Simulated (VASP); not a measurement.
# MoS2 in VASP: further runs, part 2 of 2

VASP 6.6.1. Earlier steps stand in the parts before.

## 3. Single point, PBE

This run uses another cell than the first one, of 17.86 Å³/atom, 1.031 times its volume.

File INCAR:

```
PREC = Accurate
ENCUT = 520
EDIFF = 1E-6
ISMEAR = 0
SIGMA = 0.02
LREAL = F
LASPH = T
NELM = 80
ALGO = Normal
ISIF = 2
LWAVE = F
LCHARG = F
GGA = PE
NBANDS = 35
```

File KPOINTS:

```
regular mesh
0
Gamma
  11 11 3
```

File POSCAR:

```
MoS2
1.0
    3.1690000000      0.0000000000      0.0000000000
   -1.5845000000      2.7444345046      0.0000000000
    0.0000000000      0.0000000000     12.3240000000
Mo S
2 4
Direct
    0.6666666667      0.3333333333      0.7500000000
    0.3333333333      0.6666666667      0.2500000000
    0.6666666667      0.3333333333      0.3770000000
    0.3333333333      0.6666666667      0.8770000000
    0.6666666667      0.3333333333      0.1230000000
    0.3333333333      0.6666666667      0.6230000000
```

Potentials or basis: VASP PAW PBE potentials, release 64 (Mo_sv, S).

Launch:

```bash
$ cat potpaw_PBE.64/Mo_sv/POTCAR potpaw_PBE.64/S/POTCAR > POTCAR
$ mpirun -np 1 vasp_std > vasp.out
```

OUTCAR:

```text
PREC = Accurate
   ENCUT = 520
   EDIFF = 1E-6
   ISMEAR = 0
   LREAL = F
   LASPH = T
   NELM = 80
   ISIF = 2
   GGA = PE

 ion  position               nearest neighbor table
   1  0.667  0.333  0.750-   4 2.41   6 2.41   4 2.41   6 2.41   4 2.41   6 2.41
   2  0.333  0.667  0.250-   3 2.41   5 2.41   3 2.41   5 2.41   3 2.41   5 2.41
   3  0.667  0.333  0.377-   2 2.41   2 2.41   2 2.41
   4  0.333  0.667  0.877-   1 2.41   1 2.41   1 2.41
   5  0.667  0.333  0.123-   2 2.41   2 2.41   2 2.41
   6  0.333  0.667  0.623-   1 2.41   1 2.41   1 2.41

  LATTYP: Found a hexagonal cell.
 ALAT       =     3.1690000000
 C/A-ratio  =     3.8889239508

  Lattice vectors:

 A1 = (   3.1690000000,   0.0000000000,   0.0000000000)
 A2 = (  -1.5845000000,   2.7444345046,   0.0000000000)
 A3 = (   0.0000000000,   0.0000000000,  12.3240000000)

Analysis of symmetry for initial positions (statically):
=====================================================================
 Subroutine PRICEL returns:
 Original cell was already a primitive cell.

 Routine SETGRP: Setting up the symmetry group for a
 hexagonal supercell.

 Subroutine GETGRP returns: Found 24 space group operations
 (whereof 12 operations were pure point group operations)
 out of a pool of 24 trial point group operations.

The static configuration has the point symmetry D_3d.
 The point group associated with its full space group is D_6h.

Analysis of symmetry for dynamics (positions and initial velocities):
=====================================================================
 Subroutine PRICEL returns:
 Original cell was already a primitive cell.

 Routine SETGRP: Setting up the symmetry group for a
 hexagonal supercell.

 Subroutine GETGRP returns: Found 24 space group operations
 (whereof 12 operations were pure point group operations)
 out of a pool of 24 trial point group operations.

The dynamic configuration has the point symmetry D_3d.
 The point group associated with its full space group is D_6h.

 Subroutine INISYM returns: Found 24 space group operations
 (whereof 12 operations are pure point group operations),
 and found     1 'primitive' translations

----------------------------------------------------------------------------------------

                                     Primitive cell

  volume of cell :     107.1832

  direct lattice vectors                    reciprocal lattice vectors
     3.169000000  0.000000000  0.000000000     0.315556958  0.182186895  0.000000000
    -1.584500000  2.744434505  0.000000000     0.000000000  0.364373789  0.000000000
     0.000000000  0.000000000 12.324000000     0.000000000  0.000000000  0.081142486

  length of vectors
     3.169000000  3.169000000 12.324000000     0.364373789  0.364373789  0.081142486

  position of ions in fractional coordinates (direct lattice)
     0.666666667  0.333333333  0.750000000
     0.333333333  0.666666667  0.250000000
     0.666666667  0.333333333  0.377000000
     0.333333333  0.666666667  0.877000000
     0.666666667  0.333333333  0.123000000
     0.333333333  0.666666667  0.623000000

  ion indices of the primitive-cell ions
   primitive index   ion index
[... 26 lines left out ...]
     0.000000000  0.000000000  0.000000000

 Subroutine IBZKPT returns following result:
 ===========================================

 Found     32 irreducible k-points:

 Following reciprocal coordinates:
            Coordinates               Weight
  0.000000  0.000000  0.000000      1.000000
  0.090909  0.000000  0.000000      6.000000
  0.181818  0.000000  0.000000      6.000000
  0.272727  0.000000  0.000000      6.000000
  0.363636 -0.000000  0.000000      6.000000
  0.454545  0.000000  0.000000      6.000000
[... 16 lines left out ...]
  0.090909  0.090909  0.333333     12.000000
  0.181818  0.090909  0.333333     24.000000
 [... further k-points ...]
   k-points           NKPTS =     32   k-points in BZ     NKDIM =     32   number of bands    NBANDS=     35
   number of dos      NEDOS =    301   number of ions     NIONS =      6
   total plane-waves  NPLWV =  55296
   dimension x,y,z NGX =    24 NGY =   24 NGZ =   96
   dimension x,y,z NGXF=    48 NGYF=   48 NGZF=  192
   ions per type =               2   4
   NGX,Y,Z   is equivalent  to a cutoff of  12.59, 12.59, 12.95 a.u.
   NGXF,Y,Z  is equivalent  to a cutoff of  25.18, 25.18, 25.90 a.u.
 SYSTEM =  unknown system
   PREC   = accura    normal or accurate (medium, high low for compatibility)
   ISTART =      0    job   : 0-new  1-cont  2-samecut
   ICHARG =      2    charge: 1-file 2-atom 10-const
   ISPIN  =      1    spin polarized calculation?
   LNONCOLLINEAR =      F non collinear calculations
   LSORBIT =      F    spin-orbit coupling
   LASPH  =      T    aspherical Exc in radial PAW
   ENCUT  =  520.0 eV  38.22 Ry    6.18 a.u.   5.89  5.89 22.91*2*pi/ulx,y,z
   NELM   =     80;   NELMIN=  2; NELMDL= -5     # of ELM steps
   EDIFF  = 0.1E-05   stopping-criterion for ELM
   LREAL  =      F    real-space projection
   EDIFFG = 0.1E-04   stopping-criterion for IOM
   NSW    =      0    number of steps for IOM
   IBRION =     -1    ionic relax: 0-MD 1-quasi-New 2-CG
   NFREE  =      0    steps in history (QN), initial steepest desc. (CG)
   ISIF   =      2    stress and relaxation
   ISYM   =      2    0-nonsym 1-usesym 2-fastsym
   POTIM  = 0.5000    time-step for ionic-motion
   TEBEG  =    0.0;   TEEND  =   0.0 temperature during run
   PSTRESS=    0.0 pullay stress
   NELECT =      52.0000    total number of electrons
   NUPDOWN=      -1.0000    fix difference up-down
   EMIN   =  10.00;   EMAX   =-10.00  energy-range for DOS
   EFERMI =   0.00;   METHOD = LEGACY
   ISMEAR =     0;   SIGMA  =   0.02  broadening in eV -4-tet -1-fermi 0-gaus
   EFERMI_NEDOS =   21; number of points for ismear=-14 and -15
   IALGO  =     38    algorithm
   IMIX   =      4    mixing-type and parameters
     AMIX     =   0.40;   BMIX     =  1.00
     AMIX_MAG =   1.60;   BMIX_MAG =  1.00
  volume/ion in A,a.u.               =      17.86       120.55
  Fermi-wavevector in a.u.,A,eV,Ry     =   1.286373  2.430893 22.514325  1.654756
  Thomas-Fermi vector in A             =   2.418452
   LORBIT       =      0    0 simple, 1 ext, 2 COOP (PROOUT), +10 PAW based schemes
   GGA     = PE    functional components
   LHFCALC =     F    Hartree Fock is set to
   AEXX    =    0.0000 exact exchange contribution
   IVDW    =     0    specifies the selected vdW correction
   LEPSILON=     F    determine dielectric tensor
   LRPA    =     F    only Hartree local field effects (RPA)
 non-spin polarized calculation
 Gauss-broadening in eV      SIGMA  =   0.02
  energy-cutoff  :      520.00
  volume of cell :      107.18
 maximum number of plane-waves:      2904
 NGX is ok and might be reduce to    24

 number of electron      51.9999997 magnetization

 Free energy of the ion-electron system (eV)
  ---------------------------------------------------
  ext. energy  EPLUGINS =         0.00000000
  ---------------------------------------------------
  free energy    TOTEN  =       -43.61412127 eV

  energy without entropy =      -43.61412127  energy(sigma->0) =      -43.61412127

 E-fermi :   7.6306     XC(G=0): -10.8174

 val. band max:        7.4844139375   @ k =   0.0000   0.0000   0.0000
 cond. band min:       8.3744105186   @ k =   0.1818   0.1818   0.0000
 fundamental gap:      0.8899965811
 Fermi energy:         7.6305947638

 k-point     1 :       0.0000    0.0000    0.0000
  band No.  band energies     occupation
      1     -54.0200      2.00000
      2     -54.0200      2.00000
      3     -28.1689      2.00000
      4     -28.1689      2.00000
      5     -27.9498      2.00000
      6     -27.9498      2.00000
[... 901 lines left out ...]
     34      10.8246      0.00000
     35      15.2828      0.00000

 [... further k-points ...]
[... 5 lines left out ...]
  --------------------------------------------------------------------------------------
  -------------------------------------------------------------------------------------
  Total        1.1573939      1.1573939      1.3971754     -0.0000000     -0.0000000      0.0000000
  in kB       17.3007515     17.3007515     20.8850110     -0.0000000     -0.0000000      0.0000000
  external PRESSURE =      18.4955047 kB  Pullay stress =       0.0000000 kB

 VOLUME and BASIS-vectors are now :
 -----------------------------------------------------------------------------
  energy-cutoff  :      520.00
  volume of cell :      107.18
      direct lattice vectors                 reciprocal lattice vectors
     3.169000000  0.000000000  0.000000000     0.315556958  0.182186895  0.000000000
    -1.584500000  2.744434505  0.000000000     0.000000000  0.364373789  0.000000000
     0.000000000  0.000000000 12.324000000     0.000000000  0.000000000  0.081142486

 POSITION                                       TOTAL-FORCE (eV/Angst)
 -----------------------------------------------------------------------------------
      1.58450      0.91481      9.24300        -0.000000      0.000000      0.000000
     -0.00000      1.82962      3.08100         0.000000     -0.000000      0.000000
      1.58450      0.91481      4.64615        -0.000000      0.000000     -0.077750
     -0.00000      1.82962     10.80815         0.000000     -0.000000     -0.077750
      1.58450      0.91481      1.51585         0.000000      0.000000      0.077750
     -0.00000      1.82962      7.67785         0.000000     -0.000000      0.077750
 -----------------------------------------------------------------------------------
    total drift:                               -0.000000      0.000000     -0.000000

  FREE ENERGIE OF THE ION-ELECTRON SYSTEM (eV)
  ---------------------------------------------------
  free  energy   TOTEN  =       -43.6141212748 eV

  energy  without entropy=      -43.6141212748  energy(sigma->0) =      -43.61412127
```

It used 67 s of CPU time on 1 thread of Intel(R) Xeon(R) Platinum 8488C (Sapphire Rapids), on a shared host.

What came out:

```
Free energy            : -43.6141 eV
Pressure               : 1.8 GPa
Largest force          : 0.078 eV/Å
Band gap on the k mesh : 0.89 eV, indirect (least direct gap 1.82 eV)
```

Forces in eV/Å, atoms in the order of the input:
```
Mo   0.000  0.000  0.000
Mo   0.000  0.000  0.000
S    0.000  0.000 -0.078
S    0.000  0.000 -0.078
S    0.000  0.000  0.078
S    0.000  0.000  0.078
```

Levels at points of the mesh, in eV from the valence-band top:
| k point | band 24 | band 25 | band 26 | band 27 | band 28 | band 29 |
| --- | --- | --- | --- | --- | --- | --- |
| (0.00, 0.00, 0.00) | -1.18 | -1.14 | 0.00 | 2.11 | 2.11 | 2.14 |

Caveat: this functional lacks dispersion, which binds the layers, so the pressure and a relaxed spacing across them are unreliable.

## 4. Single point, PBE

This run uses another cell than the first one, of 18.40 Å³/atom, 1.062 times its volume.

File INCAR:

```
ALGO = Normal
EDIFF = 1E-6
ENCUT = 520
GGA = PE
ISIF = 2
ISMEAR = 0
LASPH = True
LCHARG = True
LELF = True
LREAL = False
LVHAR = True
LWAVE = False
NBANDS = 35
NELM = 80
PREC = Accurate
SIGMA = 0.02
```

File KPOINTS:

```
k-points
0
Gamma
  11 11 3
```

Changes to POSCAR since step 3:

```diff
@@ -2,5 +2,5 @@
 1.0
-    3.1690000000      0.0000000000      0.0000000000
-   -1.5845000000      2.7444345046      0.0000000000
-    0.0000000000      0.0000000000     12.3240000000
+    3.2003782783      0.0000000000      0.0000000000
+   -1.6001891392      2.7716088907      0.0000000000
+    0.0000000000      0.0000000000     12.4460277380
 Mo S
```

Potentials or basis: VASP PAW PBE potentials, release 64 (Mo_sv, S).

Launch:

```bash
$ cat potpaw_PBE.64/Mo_sv/POTCAR potpaw_PBE.64/S/POTCAR > POTCAR
$ mpirun -np 1 vasp_std > vasp.out
```

OUTCAR:

```text
EDIFF = 1E-6
   ENCUT = 520
   GGA = PE
   ISIF = 2
   ISMEAR = 0
   LASPH = True
   LREAL = False
   NELM = 80
   PREC = Accurate

 ion  position               nearest neighbor table
   1  0.667  0.333  0.750-   4 2.43   6 2.43   4 2.43   6 2.43   4 2.43   6 2.43
   2  0.333  0.667  0.250-   3 2.43   5 2.43   3 2.43   5 2.43   3 2.43   5 2.43
   3  0.667  0.333  0.377-   2 2.43   2 2.43   2 2.43
   4  0.333  0.667  0.877-   1 2.43   1 2.43   1 2.43
[... 1124 lines left out ...]
  -------------------------------------------------------------------------------------
  Total       -1.5897673     -1.5897673     -1.6744788      0.0000000      0.0000000      0.0000000
  in kB      -23.0717283    -23.0717283    -24.3011152      0.0000000      0.0000000      0.0000000
  external PRESSURE =     -23.4815240 kB  Pullay stress =       0.0000000 kB

 VOLUME and BASIS-vectors are now :
 -----------------------------------------------------------------------------
  energy-cutoff  :      520.00
  volume of cell :      110.40
      direct lattice vectors                 reciprocal lattice vectors
     3.200378278  0.000000000  0.000000000     0.312463063  0.180400634  0.000000000
    -1.600189139  2.771608891  0.000000000     0.000000000  0.360801267  0.000000000
     0.000000000  0.000000000 12.446027738     0.000000000  0.000000000  0.080346920

 POSITION                                       TOTAL-FORCE (eV/Angst)
 -----------------------------------------------------------------------------------
      1.60019      0.92387      9.33452         0.000000     -0.000000      0.000000
     -0.00000      1.84774      3.11151        -0.000000      0.000000      0.000000
      1.60019      0.92387      4.69215         0.000000      0.000000     -0.523943
     -0.00000      1.84774     10.91517        -0.000000     -0.000000     -0.523943
      1.60019      0.92387      1.53086        -0.000000      0.000000      0.523943
     -0.00000      1.84774      7.75388        -0.000000     -0.000000      0.523943
 -----------------------------------------------------------------------------------
    total drift:                               -0.000000      0.000000     -0.000000

  FREE ENERGIE OF THE ION-ELECTRON SYSTEM (eV)
  ---------------------------------------------------
  free  energy   TOTEN  =       -43.6095142346 eV

  energy  without entropy=      -43.6095142346  energy(sigma->0) =      -43.60951423
```

stdout:

```text
POSCAR found type information on POSCAR MoS
 POSCAR found :  2 types and       6 ions
 scaLAPACK will be used
 LDA part: xc-table for (Slater+PW92), standard interpolation
 POSCAR, INCAR and KPOINTS ok, starting setup
 FFT: planning ... GRIDC
 FFT: planning ... GRID_SOFT
 FFT: planning ... GRID
 WAVECAR not read
 entering main loop
```

It used 70 s of CPU time on 1 thread of Intel(R) Xeon(R) Platinum 8488C (Sapphire Rapids), on a shared host.

Results:

- Free energy: -43.6095 eV
- Pressure: -2.3 GPa
- Largest force: 0.524 eV/Å
- Band gap on the k mesh: 0.91 eV, indirect (least direct gap 1.75 eV)

Forces in eV/Å, atoms in the order of the input:
```
Mo   0.000  0.000  0.000
Mo   0.000  0.000  0.000
S    0.000  0.000 -0.524
S    0.000  0.000 -0.524
S    0.000  0.000  0.524
S    0.000  0.000  0.524
```

Caveat: this functional lacks dispersion, which binds the layers, so the pressure and a relaxed spacing across them are unreliable.

## 5. Single point, PBE

This run uses another cell than the first one, of 17.86 Å³/atom, 1.031 times its volume.

File INCAR:

```
PREC = Accurate
ENCUT = 520
EDIFF = 1E-6
ISMEAR = 0
SIGMA = 0.02
LREAL = F
LASPH = T
NELM = 60
ALGO = Normal
ISIF = 2
LWAVE = F
LCHARG = F
GGA = PE
NBANDS = 35
```

File KPOINTS:

```
Automatic mesh
0
Gamma
  11 11 3
```

File POSCAR:

```
MoS2
1.0
    3.1690000000      0.0000000000      0.0000000000
   -1.5845000000      2.7444345046      0.0000000000
    0.0000000000      0.0000000000     12.3240000000
Mo S
2 4
Direct
    0.6666666667      0.3333333333      0.7581142486
    0.3333333333      0.6666666667      0.2500000000
    0.6666666667      0.3333333333      0.3770000000
    0.3333333333      0.6666666667      0.8770000000
    0.6666666667      0.3333333333      0.1230000000
    0.3333333333      0.6666666667      0.6230000000
```

Launch:

```bash
$ cat potpaw_PBE.64/Mo_sv/POTCAR potpaw_PBE.64/S/POTCAR > POTCAR
$ mpirun -np 1 vasp_std > vasp.out
```

It used 90 s of CPU time on 1 thread of Intel(R) Xeon(R) Platinum 8488C (Sapphire Rapids), on a shared host.

It converged, with:

| Item | Value |
| --- | --- |
| Free energy | -43.4653 eV |
| Pressure | 2.3 GPa |
| Largest force | 2.968 eV/Å |
| Band gap on the k mesh | 0.75 eV, indirect (least direct gap 1.79 eV) |

Forces in eV/Å, atoms in the order of the input:
```
Mo   0.000  0.000 -2.968
Mo   0.000  0.000  0.020
S    0.000  0.000 -0.074
S    0.000  0.000  1.568
S    0.000  0.000  0.078
S    0.000  0.000  1.378
```

Stress tensor (GPa, compression positive):
```
2.23 0.00 0.00
0.00 2.23 0.00
0.00 0.00 2.45
```

Levels at points of the mesh, in eV from the valence-band top:
```csv
k point,band 22,band 23,band 24,band 25,band 26,band 27,band 28,band 29,band 30,band 31
"(0.00, 0.00, 0.00)",-2.12,-2.12,-1.50,-1.00,0.00,1.82,1.82,2.04,2.04,2.26
```

Caveat: this functional lacks dispersion, which binds the layers, so the pressure and a relaxed spacing across them are unreliable; forces of over 1 eV/Å act on the atoms, so gaps and moduli don't describe the material at rest. As with any semilocal functional, this PBE gap is likely too small.

## 6. Summary

| cell | gap on the mesh (eV) | pressure (GPa) | largest force (eV/Å) |
| --- | --- | --- | --- |
| a = 3.137, b = 3.137, c = 12.200 Å, angles 90.0, 90.0, 120.0°, 6 atoms | 0.86 | 6.8 | 0.42 |
| a = 3.169, b = 3.169, c = 12.324 Å, angles 90.0, 90.0, 120.0°, 6 atoms | 0.75 | 2.3 | 2.97 |
| a = 3.200, b = 3.200, c = 12.446 Å, angles 90.0, 90.0, 120.0°, 6 atoms | 0.91 | -2.3 | 0.52 |

Some of these runs hold the atoms at other places in the same cell, which the table doesn't show; runs alike in all that it shows share one row.

Alike in all rows: task single point; level PBE; potentials or basis VASP PAW PBE potentials, release 64 (Mo_sv, S); no spin polarisation; k mesh 11 × 11 × 3; cutoff (eV) 520; smearing gaussian 0.02 eV.

Caveats: this functional lacks dispersion, which binds the layers, so the pressure and a relaxed spacing across them are unreliable; forces of over 1 eV/Å act on the atoms, so gaps and moduli don't describe the material at rest (some runs).

Absolute energies hang on the potentials; compare differences alone.

## 7. Comparison with measurements

Step 3. A measured gap of MoS2 is 1.3 eV (indirect; 300 K; “Multiwavelength excitation Raman Scattering Analysis of bulk and 2 dimensional MoS2: Vibrational properties of atomically thin MoS2 layers”, 2015, arxiv:1506.03228); the calculated 0.89 eV misses it by -0.41 eV. Spin-orbit coupling on Mo is left out. The value is that of PBE on a finite k mesh, which can miss the band edges, without temperature or zero-point motion. Semilocal functionals fall short of measured gaps as a rule.

Step 4. Against the measured gap of MoS2, 1.3 eV (indirect; 300 K; “Multiwavelength excitation Raman Scattering Analysis of bulk and 2 dimensional MoS2: Vibrational properties of atomically thin MoS2 layers”, 2015, arxiv:1506.03228), the calculated 0.91 eV is off by -0.39 eV. Spin-orbit coupling on Mo is left out. The value is that of PBE on a finite k mesh, which can miss the band edges, without temperature or zero-point motion. Semilocal functionals fall short of measured gaps as a rule.
